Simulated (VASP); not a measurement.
La3LuO2: single point with PBE

La3LuO2:

```xyz
6
Lattice="3.6995 0.0000 0.0000 -1.8497 3.2038 0.0000 0.0000 0.0000 12.0352" Properties=species:S:1:pos:R:3 pbc="T T T"
La    0.0000    0.0000    6.0176
La    1.8497    1.0679    3.0766
La    0.0000    2.1359    8.9586
Lu    0.0000    0.0000    0.0000
O     1.8497    1.0679    7.4329
O     0.0000    2.1359    4.6023
```

The cell was built from a structure type or drawn by symmetry, and may not be a known phase.

| Item | Value |
| --- | --- |
| Program | VASP 6.6.1 |
| Task | single point |
| Functional | PBE |
| Potentials or basis | VASP PAW PBE potentials, release 64 (La, Lu, O) |
| Cutoff | 520 eV |
| k mesh | 12 × 12 × 4 |
| Occupations | gaussian, width 0.1 eV |
| Spin | no spin polarisation |
| Dipole correction | no |
| Further INCAR settings | ALGO = Normal; EDIFF = 1e-06; NBANDS = 44 |

The pressure is -0.1 GPa. The largest force is 0.009 eV/Å. The band gap on the k mesh is zero (bands 35 and 36 overlap by 0.74 eV).

Forces in eV/Å, atoms in the order of the input:
```
La   0.000  0.000  0.000
La   0.000  0.000  0.000
La   0.000  0.000  0.000
Lu   0.000  0.000  0.000
O    0.000  0.000 -0.009
O    0.000  0.000  0.009
```

Levels at points of the mesh, in eV from the Fermi level:
```
           k point  band 32  band 33  band 34  band 35  band 36  band 37  band 38  band 39
(0.00, 0.00, 0.00)    -4.24    -0.88    -0.85     0.22     0.94     1.20     1.20     1.49
(0.50, 0.00, 0.00)    -1.90    -1.27    -0.59    -0.36     0.10     0.21     0.67     1.66
(0.00, 0.00, 0.50)    -4.12    -1.21    -0.68     0.62     0.85     0.94     1.23     1.23
(0.50, 0.00, 0.50)    -1.73    -1.51    -0.66    -0.17    -0.12     0.41     0.79     1.49
```

It took 18 min on 1 thread of Intel Xeon 8259CL (shared host), peak memory 0.57 GiB.

Caveat: spin-orbit coupling is left out, which moves the levels of the heavy elements.
